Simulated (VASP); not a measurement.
# K (Im-3m) in VASP: further runs, part 2 of 2

VASP 6.6.1.

## (3) Single point, PBE

INCAR reads:

```
PREC = Accurate
ENCUT = 520
EDIFF = 1E-6
ISMEAR = 0
SIGMA = 0.1
LREAL = False
LASPH = True
NELM = 80
ALGO = Fast
ISIF = 2
LWAVE = False
LCHARG = True
GGA = PE
LELF = True
LVHAR = True
NBANDS = 10
```

KPOINTS reads:

```
regular mesh
0
Gamma
  10 10 10
```

POSCAR reads:

```
K
1.0
   -2.6975585167      2.6975585167      2.6975585167
    2.6975585167     -2.6975585167      2.6975585167
    2.6975585167      2.6975585167     -2.6975585167
K
1
Direct
    0.0000000000      0.0000000000      0.0000000000
```

Potentials or basis: VASP PAW PBE potentials, release 64 (K_sv).

Command:

```sh
$ cat potpaw_PBE.64/K_sv/POTCAR > POTCAR
$ mpirun -np 1 vasp_std > vasp.out
```

OUTCAR:

```text
PREC = Accurate
   ENCUT = 520
   EDIFF = 1E-6
   ISMEAR = 0
   LREAL = False
   LASPH = True
   NELM = 80
   ISIF = 2
   GGA = PE

 ion  position               nearest neighbor table
   1  0.000  0.000  0.000-

  LATTYP: Found a body centered cubic cell.
 ALAT       =     5.3951170334

  Lattice vectors:

 A1 = (  -2.6975585167,   2.6975585167,   2.6975585167)
 A2 = (   2.6975585167,  -2.6975585167,   2.6975585167)
 A3 = (   2.6975585167,   2.6975585167,  -2.6975585167)

Analysis of symmetry for initial positions (statically):
=====================================================================
 Subroutine PRICEL returns:
 Original cell was already a primitive cell.

 Routine SETGRP: Setting up the symmetry group for a
 body centered cubic supercell.

 Subroutine GETGRP returns: Found 48 space group operations
 (whereof 48 operations were pure point group operations)
 out of a pool of 48 trial point group operations.

The static configuration has the point symmetry O_h .

Analysis of symmetry for dynamics (positions and initial velocities):
[... 164 lines left out ...]

 k-point     1 :       0.0000    0.0000    0.0000
  band No.  band energies     occupation
      1     -32.4340      2.00000
      2     -15.8872      2.00000
      3     -15.8872      2.00000
      4     -15.8872      2.00000
      5      -2.3232      2.00000
      6       3.9688      0.00000
      7       3.9688      0.00000
      8       3.9688      0.00000
      9       4.8393      0.00000
     10       4.8393      0.00000
[... 287 lines left out ...]
 k-point    24 :      -0.3000    0.3000    0.1000
  band No.  band energies     occupation
      1     -32.4318      2.00000
      2     -15.9214      2.00000
      3     -15.9010      2.00000
      4     -15.8911      2.00000
      5      -1.1942      2.00000
      6       2.2211      0.00000
      7       3.1666      0.00000
      8       4.0051      0.00000
      9       4.7740      0.00000
     10       5.1886      0.00000

 [... further k-points ...]

------------------------ aborting loop because EDIFF is reached ----------------------------------------

  FORCE on cell =-STRESS in cart. coord.  units (eV):
  Direction    XX          YY          ZZ          XY          YZ          ZX
  --------------------------------------------------------------------------------------
  -------------------------------------------------------------------------------------
  Total       -0.0936904     -0.0936904     -0.0936904      0.0000000      0.0000000      0.0000000
  in kB       -1.9117581     -1.9117581     -1.9117581      0.0000000      0.0000000      0.0000000
  external PRESSURE =      -1.9117581 kB  Pullay stress =       0.0000000 kB

 VOLUME and BASIS-vectors are now :
 -----------------------------------------------------------------------------
  energy-cutoff  :      520.00
  volume of cell :       78.52
      direct lattice vectors                 reciprocal lattice vectors
    -2.697558517  2.697558517  2.697558517     0.000000000  0.185352791  0.185352791
     2.697558517 -2.697558517  2.697558517     0.185352791  0.000000000  0.185352791
     2.697558517  2.697558517 -2.697558517     0.185352791  0.185352791  0.000000000

 POSITION                                       TOTAL-FORCE (eV/Angst)
 -----------------------------------------------------------------------------------
      0.00000      0.00000      0.00000        -0.000000     -0.000000      0.000000
 -----------------------------------------------------------------------------------
    total drift:                               -0.000000      0.000000      0.000000

  FREE ENERGIE OF THE ION-ELECTRON SYSTEM (eV)
  ---------------------------------------------------
  free  energy   TOTEN  =        -1.0438950334 eV

  energy  without entropy=       -1.0385244142  energy(sigma->0) =       -1.04120972
```

stdout:

```text
POSCAR found type information on POSCAR K
 POSCAR found :  1 types and       1 ions
 scaLAPACK will be used
 LDA part: xc-table for (Slater+PW92), standard interpolation
 POSCAR, INCAR and KPOINTS ok, starting setup
 FFT: planning ... GRIDC
 FFT: planning ... GRID_SOFT
 FFT: planning ... GRID
 WAVECAR not read
 entering main loop
```

Run time: 26 s. Hardware: 1 thread of Intel Xeon 6975P-C, shared host; peak memory 0.21 GiB.

Results:

```
Free energy : -1.0439 eV
Pressure    : -0.2 GPa
```

Levels at points of the mesh, in eV from the Fermi level:
```
           k point  band 3  band 4  band 5  band 6  band 7  band 8
(0.00, 0.00, 0.00)  -15.63  -15.63   -2.06    4.23    4.23    4.23
(0.50, 0.00, 0.00)  -15.65  -15.63    0.45    0.66    3.14    4.72
(0.50, 0.50, 0.50)  -15.67  -15.67    1.70    1.70    3.31    3.31
```

## (4) Single point, LDA

INCAR reads:

```
SYSTEM = K
PREC = Accurate ; ENCUT = 520
EDIFF = 1E-6 ; ISMEAR = 0
SIGMA = 0.1 ; LREAL = .FALSE.
LASPH = .TRUE. ; NELM = 80
ALGO = Fast ; ISIF = 2
LWAVE = .FALSE. ; LCHARG = .FALSE.
GGA = CA ; NBANDS = 10
```

KPOINTS reads:

```
regular mesh
0
G
  11 11 11
  0 0 0
```

POSCAR is that of step 3.

Potentials or basis: VASP PAW LDA potentials, release 64 (K_sv).

Command:

```sh
$ cat potpaw_LDA.64/K_sv/POTCAR > POTCAR
$ mpirun -np 1 vasp_std > vasp.out
```

OUTCAR:

```text
SYSTEM = K
   PREC = Accurate
   ENCUT = 520
   EDIFF = 1E-6
   ISMEAR = 0
   LREAL = .FALSE.
   LASPH = .TRUE.
   NELM = 80
   ISIF = 2
   GGA = CA

 ion  position               nearest neighbor table
   1  0.000  0.000  0.000-

  LATTYP: Found a body centered cubic cell.
 ALAT       =     5.3951170334

  Lattice vectors:

 A1 = (  -2.6975585167,   2.6975585167,   2.6975585167)
 A2 = (   2.6975585167,  -2.6975585167,   2.6975585167)
 A3 = (   2.6975585167,   2.6975585167,  -2.6975585167)

Analysis of symmetry for initial positions (statically):
=====================================================================
 Subroutine PRICEL returns:
 Original cell was already a primitive cell.

 Routine SETGRP: Setting up the symmetry group for a
 body centered cubic supercell.

 Subroutine GETGRP returns: Found 48 space group operations
 (whereof 48 operations were pure point group operations)
 out of a pool of 48 trial point group operations.

The static configuration has the point symmetry O_h .
[... 163 lines left out ...]
 cond. band min:      -0.3598587201   @ k =   0.1818   0.1818   0.1818
 fundamental gap:      0.0906293430
 Fermi energy:        -0.4111692385

 k-point     1 :       0.0000    0.0000    0.0000
  band No.  band energies     occupation
      1     -32.3073      2.00000
      2     -15.9907      2.00000
      3     -15.9907      2.00000
      4     -15.9907      2.00000
      5      -2.5116      2.00000
      6       3.6535      0.00000
      7       3.6535      0.00000
      8       3.6535      0.00000
      9       4.5461      0.00000
     10       4.5461      0.00000
[... 287 lines left out ...]
 k-point    24 :       0.3636    0.1818    0.0909
  band No.  band energies     occupation
      1     -32.3040      2.00000
      2     -16.0361      2.00000
      3     -16.0158      2.00000
      4     -15.9992      2.00000
      5       0.4318      0.00000
      6       0.4986      0.00000
      7       1.7735      0.00000
      8       3.3184      0.00000
      9       4.8747      0.00000
     10       5.0231      0.00000

 [... further k-points ...]

------------------------ aborting loop because EDIFF is reached ----------------------------------------

  FORCE on cell =-STRESS in cart. coord.  units (eV):
  Direction    XX          YY          ZZ          XY          YZ          ZX
  --------------------------------------------------------------------------------------
  -------------------------------------------------------------------------------------
  Total       -0.3082420     -0.3082420     -0.3082420     -0.0000000     -0.0000000      0.0000000
  in kB       -6.2896980     -6.2896980     -6.2896980     -0.0000000     -0.0000000      0.0000000
  external PRESSURE =      -6.2896980 kB  Pullay stress =       0.0000000 kB

 VOLUME and BASIS-vectors are now :
 -----------------------------------------------------------------------------
  energy-cutoff  :      520.00
  volume of cell :       78.52
      direct lattice vectors                 reciprocal lattice vectors
    -2.697558517  2.697558517  2.697558517     0.000000000  0.185352791  0.185352791
     2.697558517 -2.697558517  2.697558517     0.185352791  0.000000000  0.185352791
     2.697558517  2.697558517 -2.697558517     0.185352791  0.185352791  0.000000000

 POSITION                                       TOTAL-FORCE (eV/Angst)
 -----------------------------------------------------------------------------------
      0.00000      0.00000      0.00000         0.000000      0.000000      0.000000
 -----------------------------------------------------------------------------------
    total drift:                               -0.000000      0.000000      0.000000

  FREE ENERGIE OF THE ION-ELECTRON SYSTEM (eV)
  ---------------------------------------------------
  free  energy   TOTEN  =        -1.1353999036 eV

  energy  without entropy=       -1.1322565914  energy(sigma->0) =       -1.13382825
```

stdout:

```text
POSCAR found type information on POSCAR K
 POSCAR found :  1 types and       1 ions
 scaLAPACK will be used
 LDA part: xc-table for (Slater(with rela. corr.)+CA(PZ))
 , standard interpolation
 POSCAR, INCAR and KPOINTS ok, starting setup
 FFT: planning ... GRIDC
 FFT: planning ... GRID_SOFT
 FFT: planning ... GRID
 WAVECAR not read
 entering main loop
```

It took 25 s on 1 thread of Intel Xeon 6975P-C, shared host; peak memory 0.19 GiB.

Results:

```
Free energy : -1.1354 eV
Pressure    : -0.6 GPa
```

## (5) The runs side by side

| level | potentials or basis | k mesh | gap on the mesh (eV) | pressure (GPa) |
| --- | --- | --- | --- | --- |
| LDA | VASP PAW LDA potentials, release 64 (K_sv) | 10 × 10 × 10 | none | -0.6 |
| PBE | VASP PAW PBE potentials, release 64 (K_sv) | 10 × 10 × 10 | none | -0.2 |
| LDA | VASP PAW LDA potentials, release 64 (K_sv) | 11 × 11 × 11 | none | -0.6 |

Alike in all rows: task single point; no spin polarisation; cell as given; cutoff (eV) 520; smearing gaussian 0.1 eV.

Total energies depend on the potentials used, so only differences within one code and one set of settings carry meaning.
